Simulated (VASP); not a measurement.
LiBC3:

```xyz
5
Lattice="-1.6058 1.6058 3.9166 1.6058 -1.6058 3.9166 1.6058 1.6058 -3.9166" Properties=species:S:1:pos:R:3 pbc="T T T"
Li    0.0000    0.0000    1.0465
B     0.0000    0.0000    4.0764
C     0.0000    1.6058    2.9977
C     1.6058    0.0000    2.9977
C     0.0000    0.0000    5.8866
```

| Property | Result |
| --- | --- |
| Program | VASP 6.6.1 |
| Task | relaxation of cell and atoms |
| Functional | PBE |
| Potentials or basis | VASP PAW PBE potentials, release 64 (Li_sv, B, C) |
| Cutoff | 600 eV |
| k mesh | 8 × 8 × 8 |
| Occupations | gaussian, width 0.1 eV |
| Spin | no spin polarisation |

At the start: pressure -26.8 GPa; volume 8.08 Å³/atom.

Problem. How do energy, volume and symmetry change on relaxing?

Solution. Over 8 steps the energy falls by 462.9 meV/atom and the volume is 6.52 Å³/atom (-19.3 %); space group I4mm (No. 107, to 0.05 Å).

Step by step:
```
step  energy change (eV)  largest force (eV/Å)  pressure (GPa)  volume (Å³)
   1              0.0000                3.2819          -26.81        40.40
   2             -2.2800                0.8875            0.09        32.61
   3             -2.2985                0.5899           -3.15        33.10
   4             -2.2988                0.4729           -4.17        33.26
   5             -2.3110                0.3714            1.42        32.42
   6             -2.3140                0.0899           -0.37        32.68
   7             -2.3143                0.0475            0.15        32.59
   8             -2.3144                0.0138            0.00        32.62
```

Final structure:
```xyz
5
Lattice="-1.5833 1.5833 3.2525 1.5833 -1.5833 3.2525 1.5833 1.5833 -3.2525" Properties=species:S:1:pos:R:3 pbc="T T T"
Li    0.0000    0.0000    0.8813
B     0.0000    0.0000    3.2826
C     0.0000    1.5833    2.4963
C     1.5833    0.0000    2.4963
C     0.0000    0.0000    4.9652
```

Caveat: the cutoff is under 1.25 times the usual one of these potentials, so pressure, stress and relaxed cells hold a basis-set (Pulay) error; the volume moved by over 15 % at a fixed basis, so the end points are rough.
